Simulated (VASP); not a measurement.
# AlGa7AsP7 (P1) in VASP: relaxation of volume and atoms at fixed shape with PBEsol

Aim: the relaxation of volume and atoms at fixed shape of AlGa7AsP7 with PBEsol.

All numbers are computed with VASP 6.6.1; they aren't measurements. Logs are shortened: lines on timing, memory, paths and dates and some standing lists are left out, and cuts for length are marked.

### Step 1. The cell of the first run

The typed cell holds 64 atoms: a = 10.934 Å, b = 10.934 Å, c = 10.934 Å, α = 90.00°, β = 90.00°, γ = 90.00°.

### Step 2. Relaxation of volume and atoms at fixed shape, PBEsol

The input, INCAR:

```
  PREC = Accurate
  ENCUT = 500
  EDIFF = 1E-7
  ISMEAR = -1
  SIGMA = 0.05
  LREAL = Auto
  LASPH = T
  NELM = 120
  ALGO = Normal
  ISIF = 8
  LWAVE = F
  LCHARG = F
  GGA = PS
  IBRION = 2
  NSW = 100
  EDIFFG = -0.03
  ISYM = -1
  GGA_COMPAT = F
  NELMIN = 4
  KPAR = 1
```

The input, KPOINTS:

```
explicit points
1
Reciprocal
  0.25000000   0.25000000   0.25000000 1
```

The input, POSCAR:

```
AlGa7AsP7
1.0
   10.9335220000      0.0000000000      0.0000000000
    0.0000000000     10.9335220000      0.0000000000
    0.0000000000      0.0000000000     10.9335220000
Ga Al P As
28 4 28 4
Direct
    0.9975930000      0.9986270000      0.0037460000
    0.0016400000      0.4989980000      0.9963940000
    0.0008790000      0.5001650000      0.4975840000
    0.4981920000      0.9976260000      0.9993400000
    0.4998770000      0.0001980000      0.4956160000
    0.5016190000      0.4986250000      0.0037630000
    0.4997950000      0.5002420000      0.4987600000
    0.2517560000      0.2523670000      0.9991280000
    0.2498180000      0.2500240000      0.5015330000
    0.2503490000      0.7506370000      0.9983270000
    0.2458650000      0.7505310000      0.5017000000
    0.7458950000      0.2489740000      0.0020350000
    0.7477530000      0.2521500000      0.4987890000
    0.7478490000      0.7505550000      0.0031670000
    0.2491560000      0.9994600000      0.2519050000
    0.2505650000      0.9987340000      0.7477540000
    0.2470970000      0.4951440000      0.2530040000
    0.2498830000      0.4990080000      0.7508840000
    0.7488340000      0.0004590000      0.7519070000
    0.7518510000      0.4977040000      0.2476180000
    0.7498360000      0.5001210000      0.7535830000
    0.9994300000      0.2497320000      0.2533210000
    0.9990200000      0.2509940000      0.7503510000
    0.9983220000      0.7469450000      0.7522100000
    0.5024870000      0.2488040000      0.2486290000
    0.4994620000      0.2487270000      0.7527040000
    0.5007390000      0.7522180000      0.2506380000
    0.4982830000      0.7515200000      0.7514820000
    0.9977920000      0.9992520000      0.5013570000
    0.7474150000      0.7522950000      0.5002210000
    0.7518880000      0.9994270000      0.2504030000
    0.9985420000      0.7471500000      0.2471710000
    0.1287360000      0.1256750000      0.1248230000
    0.1216800000      0.1244570000      0.6265370000
    0.1247970000      0.6250440000      0.1229200000
    0.6245310000      0.1224280000      0.1242540000
    0.6216330000      0.1255330000      0.6250170000
    0.6246340000      0.6249540000      0.1226800000
    0.6251800000      0.6223150000      0.6243730000
    0.3767190000      0.3764610000      0.1237970000
    0.3758070000      0.3749110000      0.6241250000
    0.3766500000      0.8715410000      0.1237070000
    0.3786650000      0.8744890000      0.6237040000
    0.8710940000      0.3775960000      0.1273770000
    0.8752170000      0.8758860000      0.1256910000
    0.8733960000      0.8767580000      0.6282800000
    0.3739220000      0.1219080000      0.3729740000
    0.3714900000      0.1252130000      0.8721430000
    0.3766620000      0.6237110000      0.3784470000
    0.3691120000      0.6287700000      0.8766790000
    0.8763390000      0.1225510000      0.3752420000
    0.8718470000      0.1219430000      0.8729010000
    0.8742470000      0.6248290000      0.8770380000
    0.1259340000      0.3736820000      0.8754810000
    0.1261210000      0.8771620000      0.3752120000
    0.1241400000      0.8805880000      0.8713340000
    0.6262340000      0.3750230000      0.3773350000
    0.6285470000      0.3748020000      0.8771510000
    0.6235770000      0.8755510000      0.3736480000
    0.6255370000      0.8705760000      0.8791000000
    0.1252990000      0.6248970000      0.6235450000
    0.8730250000      0.3740820000      0.6237010000
    0.8738880000      0.6233520000      0.3756470000
    0.1240790000      0.3752680000      0.3765720000
```

Potentials or basis: VASP PAW PBE potentials, release 64 (Ga_d, Al, P, As).

On the command line:

```console
cat potpaw_PBE.64/Ga_d/POTCAR potpaw_PBE.64/Al/POTCAR potpaw_PBE.64/P/POTCAR potpaw_PBE.64/As/POTCAR > POTCAR
mpirun -np 4 vasp_std > vasp.out
```

OUTCAR:

```text
PREC = Accurate
   ENCUT = 500
   EDIFF = 1E-7
   ISMEAR = -1
   LREAL = Auto
   LASPH = T
   NELM = 120
   ISIF = 8
   GGA = PS
   IBRION = 2
   NSW = 100
   EDIFFG = -0.03
   ISYM = -1
   NELMIN = 4

 ion  position               nearest neighbor table
   1  0.998  0.999  0.004-  45 2.32  56 2.38  33 2.40  52 2.40
   2  0.002  0.499  0.996-  54 2.34  53 2.35  35 2.37  44 2.42
   3  0.001  0.500  0.498-  64 2.33  63 2.35  61 2.37  62 2.40
   4  0.498  0.998  0.999-  42 2.35  60 2.37  36 2.37  48 2.41
   5  0.500  0.000  0.496-  59 2.34  47 2.34  43 2.37  37 2.38
   6  0.502  0.499  0.004-  40 2.32  38 2.33  58 2.38  50 2.46
[... 56 lines left out ...]
  63  0.874  0.623  0.376-   3 2.35  20 2.37  32 2.38  30 2.40
  64  0.124  0.375  0.377-  17 2.31   3 2.33  22 2.36   9 2.37

IMPORTANT INFORMATION: All symmetrisations will be switched off!
NOSYMM: (Re-)initialisation of all symmetry stuff for point group C_1.

----------------------------------------------------------------------------------------

                                     Primitive cell

  volume of cell :    1307.0140

  direct lattice vectors                    reciprocal lattice vectors
    10.933522000  0.000000000  0.000000000     0.091461836  0.000000000  0.000000000
     0.000000000 10.933522000  0.000000000     0.000000000  0.091461836  0.000000000
     0.000000000  0.000000000 10.933522000     0.000000000  0.000000000  0.091461836

  length of vectors
    10.933522000 10.933522000 10.933522000     0.091461836  0.091461836  0.091461836

  position of ions in fractional coordinates (direct lattice)
     0.997593000  0.998627000  0.003746000
     0.001640000  0.498998000  0.996394000
     0.000879000  0.500165000  0.497584000
     0.498192000  0.997626000  0.999340000
     0.499877000  0.000198000  0.495616000
     0.501619000  0.498625000  0.003763000
[... 56 lines left out ...]
     0.873888000  0.623352000  0.375647000
     0.124079000  0.375268000  0.376572000

  ion indices of the primitive-cell ions
   primitive index   ion index
                 1           1
                 2           2
                 3           3
                 4           4
                 5           5
                 6           6
[... 56 lines left out ...]
                63          63
                64          64

----------------------------------------------------------------------------------------

 KPOINTS: explicit points

Read explicit list of k-points.

 Found      1 k-points:

 Following reciprocal coordinates:
            Coordinates               Weight
  0.250000  0.250000  0.250000      1.000000
   k-points           NKPTS =      1   k-points in BZ     NKDIM =      1   number of bands    NBANDS=    324
   number of dos      NEDOS =    301   number of ions     NIONS =     64
   total plane-waves  NPLWV = 512000
   dimension x,y,z NGX =    80 NGY =   80 NGZ =   80
   dimension x,y,z NGXF=   160 NGYF=  160 NGZF=  160
   ions per type =              28   4  28   4
   NGX,Y,Z   is equivalent  to a cutoff of  12.16, 12.16, 12.16 a.u.
   NGXF,Y,Z  is equivalent  to a cutoff of  24.33, 24.33, 24.33 a.u.
 SYSTEM =  unknown system
   PREC   = accura    normal or accurate (medium, high low for compatibility)
   ISTART =      0    job   : 0-new  1-cont  2-samecut
   ICHARG =      2    charge: 1-file 2-atom 10-const
   ISPIN  =      1    spin polarized calculation?
   LNONCOLLINEAR =      F non collinear calculations
   LSORBIT =      F    spin-orbit coupling
   LASPH  =      T    aspherical Exc in radial PAW
   ENCUT  =  500.0 eV  36.75 Ry    6.06 a.u.  19.93 19.93 19.93*2*pi/ulx,y,z
   NELM   =    120;   NELMIN=  4; NELMDL= -5     # of ELM steps
   EDIFF  = 0.1E-06   stopping-criterion for ELM
   LREAL  =      T    real-space projection
   EDIFFG = -.3E-01   stopping-criterion for IOM
   NSW    =    100    number of steps for IOM
   IBRION =      2    ionic relax: 0-MD 1-quasi-New 2-CG
   NFREE  =      1    steps in history (QN), initial steepest desc. (CG)
   ISIF   =      8    stress and relaxation
   ISYM   =     -1    0-nonsym 1-usesym 2-fastsym
   POTIM  = 0.5000    time-step for ionic-motion
   TEBEG  =    0.0;   TEEND  =   0.0 temperature during run
   PSTRESS=    0.0 pullay stress
   NELECT =     536.0000    total number of electrons
   NUPDOWN=      -1.0000    fix difference up-down
   EMIN   =  10.00;   EMAX   =-10.00  energy-range for DOS
   EFERMI =   0.00;   METHOD = LEGACY
   ISMEAR =    -1;   SIGMA  =   0.05  broadening in eV -4-tet -1-fermi 0-gaus
   EFERMI_NEDOS =   21; number of points for ismear=-14 and -15
   IALGO  =     38    algorithm
   IMIX   =      4    mixing-type and parameters
     AMIX     =   0.40;   BMIX     =  1.00
     AMIX_MAG =   1.60;   BMIX_MAG =  1.00
  volume/ion in A,a.u.               =      20.42       137.82
  Fermi-wavevector in a.u.,A,eV,Ry     =   1.216288  2.298451 20.127860  1.479356
  Thomas-Fermi vector in A             =   2.351647
   LORBIT       =      0    0 simple, 1 ext, 2 COOP (PROOUT), +10 PAW based schemes
   GGA     = PS    functional components
   LHFCALC =     F    Hartree Fock is set to
   AEXX    =    0.0000 exact exchange contribution
   IVDW    =     0    specifies the selected vdW correction
   LEPSILON=     F    determine dielectric tensor
   LRPA    =     F    only Hartree local field effects (RPA)
 conjugate gradient relaxation of ions
 non-spin polarized calculation
  energy-cutoff  :      500.00
  volume of cell :     1307.01
 maximum number of plane-waves:     33197
 NGX is ok and might be reduce to    80
   NGX = 39   NGY = 39   NGZ = 39

--------------------------------------- Ionic step        1  -------------------------------------------

 number of electron     536.0000047 magnetization

 Free energy of the ion-electron system (eV)
  ---------------------------------------------------
  ext. energy  EPLUGINS =         0.00000000
  ---------------------------------------------------
  free energy    TOTEN  =      -317.27128854 eV

  energy without entropy =     -317.27128850  energy(sigma->0) =     -317.27128852

------------------------ aborting loop because EDIFF is reached ----------------------------------------

  FORCE on cell =-STRESS in cart. coord.  units (eV):
  Direction    XX          YY          ZZ          XY          YZ          ZX
  --------------------------------------------------------------------------------------
  -------------------------------------------------------------------------------------
  Total        2.4740907      2.4937974      2.6228999     -5.2287724     -7.0063554     -6.6527514
  in kB        3.0328153      3.0569723      3.2152300     -6.4095873     -8.5886023     -8.1551439
  external PRESSURE =       3.1016725 kB  Pullay stress =       0.0000000 kB
[... 275 lines left out ...]
  FREE ENERGIE OF THE ION-ELECTRON SYSTEM (eV)
  ---------------------------------------------------
  free  energy   TOTEN  =      -318.0201801294 eV

  energy  without entropy=     -318.0201800907  energy(sigma->0) =     -318.02018011

[... ionic steps 4 to 9 ...]

--------------------------------------- Ionic step       10  -------------------------------------------

 number of electron     536.0000207 magnetization

------------------------ aborting loop because EDIFF is reached ----------------------------------------

  FORCE on cell =-STRESS in cart. coord.  units (eV):
  Direction    XX          YY          ZZ          XY          YZ          ZX
  --------------------------------------------------------------------------------------
  -------------------------------------------------------------------------------------
  Total        0.1922564      0.0606062      0.1986383     -5.9347170     -5.8770320     -5.9444537
  in kB        0.2354733      0.0742298      0.2432898     -7.2687692     -7.1981174     -7.2806947
  external PRESSURE =       0.1843310 kB  Pullay stress =       0.0000000 kB
[... 181 lines left out ...]
  energy  without entropy=     -318.1682258904  energy(sigma->0) =     -318.16822591

--------------------------------------- Ionic step       12  -------------------------------------------

 number of electron     536.0000210 magnetization

 Free energy of the ion-electron system (eV)
  ---------------------------------------------------
  ext. energy  EPLUGINS =         0.00000000
  ---------------------------------------------------
  free energy    TOTEN  =      -318.16964663 eV

  energy without entropy =     -318.16964659  energy(sigma->0) =     -318.16964661

 E-fermi :   5.2627     XC(G=0):  -9.9283

 val. band max:        4.3095352455   @ k =   0.2500   0.2500   0.2500
 cond. band min:       6.2300639627   @ k =   0.2500   0.2500   0.2500
 fundamental gap:      1.9205287172
 Fermi energy:         5.2627169315

 k-point     1 :       0.2500    0.2500    0.2500
  band No.  band energies     occupation
      1     -10.1346      2.00000
      2     -10.1333      2.00000
      3     -10.1286      2.00000
      4     -10.1282      2.00000
      5     -10.1244      2.00000
      6     -10.1210      2.00000
[... 272 lines left out ...]
    279       7.0437      0.00000
    280       7.1014      0.00000
 [bands above 280 left out]

------------------------ aborting loop because EDIFF is reached ----------------------------------------

  FORCE on cell =-STRESS in cart. coord.  units (eV):
  Direction    XX          YY          ZZ          XY          YZ          ZX
  --------------------------------------------------------------------------------------
  -------------------------------------------------------------------------------------
  Total       -0.1116877     -0.2637136     -0.1183639     -5.9477543     -5.9304961     -5.9796838
  in kB       -0.1367263     -0.3228339     -0.1448992     -7.2811443     -7.2600171     -7.3202319
  external PRESSURE =      -0.2014865 kB  Pullay stress =       0.0000000 kB
[... 79 lines left out ...]
  FREE ENERGIE OF THE ION-ELECTRON SYSTEM (eV)
  ---------------------------------------------------
  free  energy   TOTEN  =      -318.1696466337 eV

  energy  without entropy=     -318.1696465928  energy(sigma->0) =     -318.16964661

 reached required accuracy - stopping structural energy minimisation
```

It took 21 min on 4 MPI ranks of Intel Xeon 6975P-C (Granite Rapids), shared host; peak memory 0.47 GiB.

Results:

```
Free energy                           : -318.1696 eV
Relaxed volume                        : 20.45 Å³/atom
Relaxed cell                          : a = 10.938 Å, b = 10.938 Å, c = 10.938 Å, α = 90.00°, β = 90.00°, γ = 90.00°
Space group after relaxing (to 0.1 Å) : Cm (No. 8)
Energy gained by relaxing             : 14.0 meV/atom
Ionic steps                           : 12
Pressure after relaxing               : 0.0 GPa
Largest force after relaxing          : 0.018 eV/Å
Band gap on the k mesh                : 1.92 eV
```

Forces on the atoms (eV/Å):
```
Ga  -0.004 -0.011 -0.002
Ga  -0.007  0.003  0.004
Ga   0.001 -0.001  0.004
Ga   0.016  0.005  0.004
Ga  -0.001 -0.002  0.008
Ga   0.005 -0.009 -0.001
Ga  -0.005 -0.001  0.008
Ga  -0.011 -0.001  0.001
Ga  -0.010  0.005 -0.002
Ga   0.007 -0.007  0.006
Ga   0.001 -0.006 -0.011
Ga   0.007  0.004 -0.003
Ga   0.007  0.002 -0.001
Ga  -0.003 -0.005 -0.014
Ga   0.003  0.002  0.008
Ga  -0.006  0.002  0.016
Ga  -0.004  0.006  0.005
Ga   0.001 -0.002  0.002
Ga   0.012 -0.005 -0.006
Ga   0.001  0.006  0.007
Ga   0.004  0.002 -0.012
Ga  -0.008  0.009 -0.002
Ga   0.009  0.006 -0.011
Ga   0.002 -0.003 -0.010
Ga  -0.005  0.001  0.006
Ga  -0.005  0.001 -0.010
Ga   0.008  0.007  0.005
Ga   0.006  0.002  0.004
Al   0.003 -0.001  0.000
Al   0.013 -0.005 -0.006
Al  -0.011 -0.001  0.001
Al  -0.004  0.005  0.004
P   -0.009 -0.003  0.007
P    0.000  0.004 -0.005
P   -0.010  0.001  0.007
P   -0.007  0.010  0.000
P    0.009  0.005 -0.002
P    0.003 -0.004  0.005
P    0.007 -0.004 -0.007
P   -0.009  0.005  0.008
P   -0.010  0.001 -0.002
P    0.014  0.008  0.003
P   -0.009 -0.011  0.004
P    0.000  0.009  0.000
P   -0.007 -0.004  0.004
P    0.000 -0.009 -0.015
P   -0.005  0.005  0.008
P    0.003 -0.001  0.003
P   -0.001 -0.003 -0.001
P    0.001 -0.009 -0.008
P    0.002 -0.001 -0.001
P    0.015  0.000 -0.004
P    0.006 -0.004 -0.013
P   -0.017  0.005  0.004
P    0.002 -0.003  0.001
P   -0.006 -0.009  0.008
P    0.005  0.003  0.007
P    0.000  0.004 -0.009
P    0.001 -0.009  0.009
P    0.003  0.010 -0.002
As   0.001 -0.003  0.002
As  -0.002 -0.003 -0.002
As  -0.003  0.007 -0.008
As   0.000 -0.010 -0.005
```

Step by step:
| step | energy change (eV) | largest force (eV/Å) | pressure (GPa) | volume (Å³) |
| --- | --- | --- | --- | --- |
| 1 | 0.0000 | 1.6452 | 0.31 | 1307.01 |
| 2 | -0.7277 | 0.3928 | -0.35 | 1314.51 |
| 3 | -0.7489 | 0.5076 | -0.44 | 1316.05 |
| 4 | -0.8362 | 0.2372 | 0.19 | 1305.65 |
| 5 | -0.8440 | 0.1825 | 0.46 | 1301.38 |
| 6 | -0.8818 | 0.1188 | -0.03 | 1308.83 |
| 7 | -0.8826 | 0.1158 | -0.10 | 1310.04 |
| 8 | -0.8920 | 0.0552 | -0.03 | 1308.69 |
| 9 | -0.8930 | 0.0587 | 0.02 | 1308.05 |
| 10 | -0.8960 | 0.0372 | 0.02 | 1308.13 |
| 11 | -0.8969 | 0.0394 | 0.02 | 1308.19 |
| 12 | -0.8984 | 0.0184 | -0.02 | 1308.77 |

Levels at points of the mesh, in eV from the valence-band top:
```csv
k point,band 265,band 266,band 267,band 268,band 269,band 270,band 271,band 272
"(0.25, 0.25, 0.25)",-0.44,-0.43,0.00,0.00,1.92,1.95,1.95,1.96
```

Caveat: the PAW data sets were made with another functional, which shifts forces and pressure a little; a shifted mesh leaves out Γ, where band edges can lie. A k mesh can miss the band edges.
